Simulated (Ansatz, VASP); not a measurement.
**Two plane-wave programs on SnO2**

INCAR

```
SYSTEM = SnO2
ALGO = Normal ; EDIFF = 1E-7
ENCUT = 520 ; GGA = PE
ISIF = 2 ; ISMEAR = 0
LASPH = .True. ; LCHARG = .False.
LREAL = .False. ; LWAVE = .False.
NBANDS = 20 ; NELM = 100
PREC = Accurate ; SIGMA = 0.05
```

KPOINTS

```
k-points
0
Gamma
  12 12 12
  0 0 0
```

The input POSCAR:

```
SnO2
1.0
    1.5628500000      0.9023118682      4.6559333333
   -1.5628500000      0.9023118682      4.6559333333
    0.0000000000     -1.8046237364      4.6559333333
Sn O
1 2
Direct
    0.5000000000      0.5000000000      0.5000000000
    0.2348826742      0.2348826742      0.2348826742
    0.7651173258      0.7651173258      0.7651173258
```

Input for Ansatz:

```yaml
crystal:
  lattice:
    - [1.56285, 0.9023118682, 4.6559333333]
    - [-1.56285, 0.9023118682, 4.6559333333]
    - [0.0, -1.8046237364, 4.6559333333]
  atoms:
    - { symbol: Sn, position: [0.5, 0.5, 0.5] }
    - { symbol: O, position: [0.2348826742, 0.2348826742, 0.2348826742] }
    - { symbol: O, position: [0.7651173258, 0.7651173258, 0.7651173258] }
basis:
  ecutwfc: 520.0
kpoints:
  mp_grid: { grid: [12, 12, 12] }
hamiltonian:
  xc: pbe
  pseudopotentials: { kind: paw, azcp: { folder: soft_1 } }
scf:
  occupations: { method: gaussian, width: 0.05 }
output:
  forces: true
  stress: true
  eigenvalues: true
  write_density: true
  write_potential: true
  elf: true
  volumetric_format: npy
```

Alike in both runs: task single point; functional PBE; k mesh 12 × 12 × 12; occupations gaussian, width 0.05 eV; no spin polarisation.

|  | VASP | Ansatz |
| --- | --- | --- |
| version | VASP 6.6.1 | Ansatz 0.2.0 |
| potentials or method | VASP PAW PBE potentials, release 64 (Sn_d, O), cutoff 520 eV | scalar-relativistic, plane waves, PAW |
| valence electrons in the cell | 26 | 26 |

```csv
,VASP,Ansatz,Ansatz less VASP
gap on the k mesh at the Fermi level (eV),2.74,2.76,+0.018
least direct gap on the mesh (eV),3.05,3.06,+0.009
pressure (GPa),21.7,20.9,-0.88
"traceless stress, the component that is largest in VASP (GPa)",-8.15,-7.60,+0.548
rms of the force components (eV/Å),0.793,0.757,-0.0354
```

Atom by atom the forces differ by 0.035 eV/Å (rms over components).
